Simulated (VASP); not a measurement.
# SrMgB5 (P4/mmm) in VASP: density of states with PBE

Aim: the density of states of SrMgB5 with PBE.

Everything below comes from runs of VASP 6.6.1. Logs are shortened: lines on timing, memory, paths and dates and some standing lists are left out, and cuts for length are marked.

**1. The cell of the first run**

Symmetry: P4/mmm, No. 123, tetragonal system. The conventional cell has a = 4.252 Å, b = 4.252 Å, c = 5.949 Å, α = 90.00°, β = 90.00°, γ = 90.00°. Within 3.9 Å of Sr (site symmetry 4/mmm) lie 2 Mg at 2.97 Å and 12 B at 3.01 to 3.03 Å. Mg (site symmetry 4/mmm) has 8 B at 2.28 Å and 2 Sr at 2.97 Å within 3.0 Å. Within 2.2 Å of B (site symmetry 2mm) lie 1 B at 1.64 Å. Within 4.0 Å of B (site symmetry 4/mmm) lie 4 Sr at 3.01 Å and 8 B at 3.03 Å.

**2. Density of states, PBE**

Contents of POSCAR:

```
SrMgB5
1.0
    4.2523272697      0.0000000000      0.0000000000
    0.0000000000      4.2523272697      0.0000000000
    0.0000000000      0.0000000000      5.9493272007
Sr Mg B
1 1 5
Direct
    0.0000000000      0.0000000000      0.0000000000
    0.0000000000      0.0000000000      0.5000000000
    0.0000000000      0.5000000000      0.3619941831
    0.5000000000      0.0000000000      0.3619941831
    0.0000000000      0.5000000000      0.6380058169
    0.5000000000      0.0000000000      0.6380058169
    0.5000000000      0.5000000000      0.0000000000
```

Contents of INCAR.step1:

```
SYSTEM = SrMgB5
ALGO     = Normal         ! electronic algorithm
EDIFF    = 1E-7           ! SCF threshold, eV
ENCUT    = 520            ! plane-wave cutoff, eV
GGA      = PE             ! functional
ISIF     = 2              ! what is computed and relaxed
ISMEAR   = 0              ! smearing method
LASPH    = .TRUE.         ! aspherical terms in the spheres
LCHARG   = .TRUE.         ! write CHGCAR
LREAL    = .FALSE.        ! projectors in reciprocal space
LWAVE    = .FALSE.        ! write WAVECAR
NBANDS   = 22             ! bands
NELM     = 100            ! most SCF steps
PREC     = Accurate       ! precision mode
SIGMA    = 0.1            ! smearing width, eV
```

Contents of KPOINTS.step1:

```
k-points
0
G
  10 10 6
  0 0 0
```

Contents of INCAR.step2:

```
SYSTEM = SrMgB5
ALGO     = Normal         ! electronic algorithm
EDIFF    = 1E-7           ! SCF threshold, eV
ENCUT    = 520            ! plane-wave cutoff, eV
GGA      = PE             ! functional
ICHARG   = 11             ! starting density
ISIF     = 2              ! what is computed and relaxed
ISMEAR   = -5             ! smearing method
LASPH    = .TRUE.         ! aspherical terms in the spheres
LCHARG   = .FALSE.        ! write CHGCAR
LORBIT   = 11             ! projections on sites
LREAL    = .FALSE.        ! projectors in reciprocal space
LWAVE    = .FALSE.        ! write WAVECAR
NBANDS   = 22             ! bands
NEDOS    = 2001           ! points of the DOS
NELM     = 100            ! most SCF steps
PREC     = Accurate       ! precision mode
SIGMA    = 0.1            ! smearing width, eV
```

Contents of KPOINTS.step2:

```
k-points
0
G
  15 15 9
  0 0 0
```

Potentials or basis: VASP PAW PBE potentials, release 64 (Sr_sv, Mg, B).

Command:

```bash
cat potpaw_PBE.64/Sr_sv/POTCAR potpaw_PBE.64/Mg/POTCAR potpaw_PBE.64/B/POTCAR > POTCAR
cp INCAR.step1 INCAR
cp KPOINTS.step1 KPOINTS
mpirun -np 1 vasp_std > vasp.out
cp INCAR.step2 INCAR
cp KPOINTS.step2 KPOINTS
mpirun -np 1 vasp_std > vasp.out
```

OUTCAR:

```text
SYSTEM = SrMgB5
   EDIFF = 1E-7
   ENCUT = 520
   GGA = PE
   ICHARG = 11
   ISIF = 2
   ISMEAR = -5
   LASPH = .TRUE.
   LORBIT = 11
   LREAL = .FALSE.
   NELM = 100
   PREC = Accurate

 ion  position               nearest neighbor table
   1  0.000  0.000  0.000-   2 2.97   2 2.97   7 3.01   7 3.01   7 3.01   7 3.01   4 3.03   3 3.03
                             5 3.03   5 3.03   4 3.03   6 3.03   6 3.03   3 3.03
   2  0.000  0.000  0.500-   3 2.28   4 2.28   5 2.28   6 2.28   3 2.28   5 2.28   4 2.28   6 2.28
                             1 2.97   1 2.97
   3  0.000  0.500  0.362-   5 1.64   2 2.28   2 2.28   1 3.03   1 3.03
   4  0.500  0.000  0.362-   6 1.64   2 2.28   2 2.28   1 3.03   1 3.03
   5  0.000  0.500  0.638-   3 1.64   2 2.28   2 2.28   1 3.03   1 3.03
   6  0.500  0.000  0.638-   4 1.64   2 2.28   2 2.28   1 3.03   1 3.03
   7  0.500  0.500  0.000-   1 3.01   1 3.01   1 3.01   1 3.01

  LATTYP: Found a simple tetragonal cell.
 ALAT       =     4.2523272697
 C/A-ratio  =     1.3990755705

  Lattice vectors:

 A1 = (   4.2523272697,   0.0000000000,   0.0000000000)
 A2 = (   0.0000000000,   4.2523272697,   0.0000000000)
 A3 = (   0.0000000000,   0.0000000000,   5.9493272007)

Analysis of symmetry for initial positions (statically):
=====================================================================
 Subroutine PRICEL returns:
 Original cell was already a primitive cell.

 Routine SETGRP: Setting up the symmetry group for a
 simple tetragonal supercell.

 Subroutine GETGRP returns: Found 16 space group operations
 (whereof 16 operations were pure point group operations)
 out of a pool of 16 trial point group operations.

The static configuration has the point symmetry D_4h.

Analysis of symmetry for dynamics (positions and initial velocities):
=====================================================================
 Subroutine PRICEL returns:
 Original cell was already a primitive cell.

 Routine SETGRP: Setting up the symmetry group for a
 simple tetragonal supercell.

 Subroutine GETGRP returns: Found 16 space group operations
 (whereof 16 operations were pure point group operations)
 out of a pool of 16 trial point group operations.

The dynamic configuration has the point symmetry D_4h.

 Subroutine INISYM returns: Found 16 space group operations
 (whereof 16 operations are pure point group operations),
 and found     1 'primitive' translations

----------------------------------------------------------------------------------------

                                     Primitive cell

  volume of cell :     107.5774

  direct lattice vectors                    reciprocal lattice vectors
     4.252327270  0.000000000  0.000000000     0.235165343  0.000000000  0.000000000
     0.000000000  4.252327270  0.000000000     0.000000000  0.235165343  0.000000000
     0.000000000  0.000000000  5.949327201     0.000000000  0.000000000  0.168086233

  length of vectors
     4.252327270  4.252327270  5.949327201     0.235165343  0.235165343  0.168086233

  position of ions in fractional coordinates (direct lattice)
     0.000000000  0.000000000  0.000000000
     0.000000000  0.000000000  0.500000000
     0.000000000  0.500000000  0.361994183
     0.500000000  0.000000000  0.361994183
     0.000000000  0.500000000  0.638005817
     0.500000000  0.000000000  0.638005817
     0.500000000  0.500000000  0.000000000

  ion indices of the primitive-cell ions
   primitive index   ion index
                 1           1
                 2           2
                 3           3
                 4           4
                 5           5
                 6           6
                 7           7

----------------------------------------------------------------------------------------

 KPOINTS: k-points

Automatic generation of k-mesh.
 Grid dimensions read from file:
 generate k-points for:   15   15    9

 Generating k-lattice:

  Cartesian coordinates                     Fractional coordinates (reciprocal lattice)
     0.015677690  0.000000000  0.000000000     0.066666667  0.000000000  0.000000000
     0.000000000  0.015677690  0.000000000     0.000000000  0.066666667  0.000000000
     0.000000000  0.000000000  0.018676248     0.000000000  0.000000000  0.111111111

  Length of vectors
     0.015677690  0.015677690  0.018676248

  Shift w.r.t. Gamma in fractional coordinates (k-lattice)
     0.000000000  0.000000000  0.000000000

 TETIRR: Found   3013 inequivalent tetrahedra from    12150

 Subroutine IBZKPT returns following result:
 ===========================================

 Found    180 irreducible k-points:

 Following reciprocal coordinates:
            Coordinates               Weight
  0.000000  0.000000  0.000000      1.000000
  0.066667  0.000000  0.000000      4.000000
  0.133333  0.000000  0.000000      4.000000
  0.200000  0.000000  0.000000      4.000000
  0.266667  0.000000  0.000000      4.000000
  0.333333  0.000000  0.000000      4.000000
[... 16 lines left out ...]
  0.266667  0.200000  0.000000      8.000000
  0.333333  0.200000  0.000000      8.000000
 [... further k-points ...]
   k-points           NKPTS =    180   k-points in BZ     NKDIM =    180   number of bands    NBANDS=     22
   number of dos      NEDOS =   2001   number of ions     NIONS =      7
   total plane-waves  NPLWV =  49152
   dimension x,y,z NGX =    32 NGY =   32 NGZ =   48
   dimension x,y,z NGXF=    64 NGYF=   64 NGZF=   96
   ions per type =               1   1   5
   NGX,Y,Z   is equivalent  to a cutoff of  12.51, 12.51, 13.41 a.u.
   NGXF,Y,Z  is equivalent  to a cutoff of  25.02, 25.02, 26.83 a.u.
 SYSTEM =  SrMgB5
   PREC   = accura    normal or accurate (medium, high low for compatibility)
   ISTART =      0    job   : 0-new  1-cont  2-samecut
   ICHARG =     11    charge: 1-file 2-atom 10-const
   ISPIN  =      1    spin polarized calculation?
   LNONCOLLINEAR =      F non collinear calculations
   LSORBIT =      F    spin-orbit coupling
   LASPH  =      T    aspherical Exc in radial PAW
   ENCUT  =  520.0 eV  38.22 Ry    6.18 a.u.   7.91  7.91 11.06*2*pi/ulx,y,z
   NELM   =    100;   NELMIN=  2; NELMDL=  0     # of ELM steps
   EDIFF  = 0.1E-06   stopping-criterion for ELM
   LREAL  =      F    real-space projection
   EDIFFG = 0.1E-05   stopping-criterion for IOM
   NSW    =      0    number of steps for IOM
   IBRION =     -1    ionic relax: 0-MD 1-quasi-New 2-CG
   NFREE  =      0    steps in history (QN), initial steepest desc. (CG)
   ISIF   =      2    stress and relaxation
   ISYM   =      2    0-nonsym 1-usesym 2-fastsym
   POTIM  = 0.5000    time-step for ionic-motion
   TEBEG  =    0.0;   TEEND  =   0.0 temperature during run
   PSTRESS=    0.0 pullay stress
   NELECT =      27.0000    total number of electrons
   NUPDOWN=      -1.0000    fix difference up-down
   EMIN   =  10.00;   EMAX   =-10.00  energy-range for DOS
   EFERMI =   0.00;   METHOD = LEGACY
   ISMEAR =    -5;   SIGMA  =   0.10  broadening in eV -4-tet -1-fermi 0-gaus
   EFERMI_NEDOS =   21; number of points for ismear=-14 and -15
   IALGO  =     38    algorithm
   IMIX   =      4    mixing-type and parameters
     AMIX     =   0.40;   BMIX     =  1.00
     AMIX_MAG =   1.60;   BMIX_MAG =  1.00
  volume/ion in A,a.u.               =      15.37       103.71
  Fermi-wavevector in a.u.,A,eV,Ry     =   1.032656  1.951437 14.508960  1.066378
  Thomas-Fermi vector in A             =   2.166864
   LORBIT       =     11    0 simple, 1 ext, 2 COOP (PROOUT), +10 PAW based schemes
   GGA     = PE    functional components
   LHFCALC =     F    Hartree Fock is set to
   AEXX    =    0.0000 exact exchange contribution
   IVDW    =     0    specifies the selected vdW correction
   LEPSILON=     F    determine dielectric tensor
   LRPA    =     F    only Hartree local field effects (RPA)
 non-spin polarized calculation
 Fermi weights with tetrahedron method with Bloechl corrections
  energy-cutoff  :      520.00
  volume of cell :      107.58
 maximum number of plane-waves:      2924
 NGX is ok and might be reduce to    32

 number of electron      27.0000000 magnetization

 Free energy of the ion-electron system (eV)
  ---------------------------------------------------
  ext. energy  EPLUGINS =         0.00000000
  ---------------------------------------------------
  free energy    TOTEN  =       -25.68453391 eV

  energy without entropy =      -25.68453391  energy(sigma->0) =      -25.68453391

 E-fermi :   2.3503     XC(G=0):  -9.6080

 val. band max:        2.3916118113   @ k =   0.4667   0.3333   0.1111
 cond. band min:       2.3167580032   @ k =   0.4667   0.4000   0.1111
 fundamental gap:     -0.0748538081
 Fermi energy:         2.3502959099

 k-point     1 :       0.0000    0.0000    0.0000
  band No.  band energies     occupation
      1     -31.5322      2.00000
      2     -13.8608      2.00000
      3     -13.5602      2.00000
      4     -13.5602      2.00000
      5      -7.8646      2.00000
      6      -4.3383      2.00000
[... 14 lines left out ...]
     21       6.5929      0.00000
     22       7.9906      0.00000

 k-point     2 :       0.0667    0.0000    0.0000
  band No.  band energies     occupation
      1     -31.5319      2.00000
      2     -13.8595      2.00000
      3     -13.5684      2.00000
      4     -13.5593      2.00000
      5      -7.8359      2.00000
      6      -4.3940      2.00000
[... 14 lines left out ...]
     21       6.6925      0.00000
     22       8.1403      0.00000
[... 523 lines left out ...]
     21       7.1037      0.00000
     22       7.7734      0.00000

 k-point    24 :       0.3333    0.2000    0.0000
  band No.  band energies     occupation
      1     -31.5252      2.00000
      2     -13.8302      2.00000
      3     -13.6875      2.00000
      4     -13.6044      2.00000
      5      -6.9555      2.00000
      6      -5.4578      2.00000
[... 14 lines left out ...]
     21       7.1654      0.00000
     22       8.0233      0.00000

 [... further k-points ...]
[... 5 lines left out ...]
  --------------------------------------------------------------------------------------
  -------------------------------------------------------------------------------------
  Total       -0.0295411     -0.0295411      0.2531741      0.0000000      0.0000000      0.0000000
  in kB       -0.4399628     -0.4399628      3.7705843      0.0000000      0.0000000      0.0000000
  external PRESSURE =       0.9635529 kB  Pullay stress =       0.0000000 kB

 VOLUME and BASIS-vectors are now :
 -----------------------------------------------------------------------------
  energy-cutoff  :      520.00
  volume of cell :      107.58
      direct lattice vectors                 reciprocal lattice vectors
     4.252327270  0.000000000  0.000000000     0.235165343  0.000000000  0.000000000
     0.000000000  4.252327270  0.000000000     0.000000000  0.235165343  0.000000000
     0.000000000  0.000000000  5.949327201     0.000000000  0.000000000  0.168086233

 POSITION                                       TOTAL-FORCE (eV/Angst)
 -----------------------------------------------------------------------------------
      0.00000      0.00000      0.00000         0.000000      0.000000      0.000000
      0.00000      0.00000      2.97466         0.000000      0.000000      0.000000
      0.00000      2.12616      2.15362         0.000000      0.000000     -0.040174
      2.12616      0.00000      2.15362         0.000000     -0.000000     -0.040174
      0.00000      2.12616      3.79571        -0.000000     -0.000000      0.040174
      2.12616      0.00000      3.79571         0.000000      0.000000      0.040174
      2.12616      2.12616      0.00000         0.000000      0.000000      0.000000
 -----------------------------------------------------------------------------------
    total drift:                                0.000000      0.000000     -0.000000

  FREE ENERGIE OF THE ION-ELECTRON SYSTEM (eV)
  ---------------------------------------------------
  free  energy   TOTEN  =       -25.6845339141 eV

  energy  without entropy=      -25.6845339141  energy(sigma->0) =      -25.68453391

 total charge

# of ion       s       p       d       tot
------------------------------------------
    1        2.019   5.790   0.299   8.108
    2        0.219   0.247   0.063   0.529
    3        0.768   0.909   0.000   1.677
    4        0.768   0.909   0.000   1.677
    5        0.768   0.909   0.000   1.677
    6        0.768   0.909   0.000   1.677
    7        0.885   0.482   0.000   1.367
--------------------------------------------------
tot          6.196  10.155   0.362  16.713
```

Run time: 5.2 min. Hardware: 1 thread of Intel Xeon Platinum 8259CL at 2.50GHz (Skylake/Cascade Lake), shared host; peak memory 0.53 GiB.

What came out:

```
Valence electrons inside the program's atomic spheres : Sr 8.11; Mg 0.53; B 1.68, 1.37
```

Levels at points of the mesh, in eV from the Fermi level:
```
           k point  band 11  band 12  band 13  band 14  band 15  band 16  band 17  band 18
(0.00, 0.00, 0.00)    -0.62    -0.39    -0.35     0.83     0.83     1.04     1.04     2.47
```

Caveat: tetrahedron occupations give inexact forces and stress in metals.
